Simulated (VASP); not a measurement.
A run of VASP 6.6.1:

File INCAR:

```
SYSTEM = CdS
ALGO = Normal
EDIFF = 1E-6
ENCUT = 520
GGA = PS
ISIF = 2
ISMEAR = -1
LASPH = .True.
LCHARG = .False.
LREAL = .False.
LWAVE = .False.
NBANDS = 16
NELM = 80
PREC = Accurate
SIGMA = 0.08
```

The input KPOINTS:

```
k-points
0
Gamma
  11 11 11
  0 0 0
```

Contents of POSCAR:

```
CdS
1.0
    0.0000000000      2.9121972232      2.9121972232
    2.9121972232      0.0000000000      2.9121972232
    2.9121972232      2.9121972232      0.0000000000
Cd S
1 1
Direct
    0.0000000000      0.0000000000      0.0000000000
    0.2500000000      0.2500000000      0.2500000000
```

Potentials or basis: VASP PAW PBE potentials, release 64 (Cd, S).

Run with:

```sh
$ cat potpaw_PBE.64/Cd/POTCAR potpaw_PBE.64/S/POTCAR > POTCAR
$ mpirun -np 1 vasp_std > vasp.out
```

Hardware: 1 thread of Intel Xeon 8259CL, on a shared host.

How long does it take, and how much memory?

Run time: 39 s on 1 thread of Intel Xeon 8259CL (shared host), peak memory 0.2 GiB. Counts: scf iterations 13, k points 56.
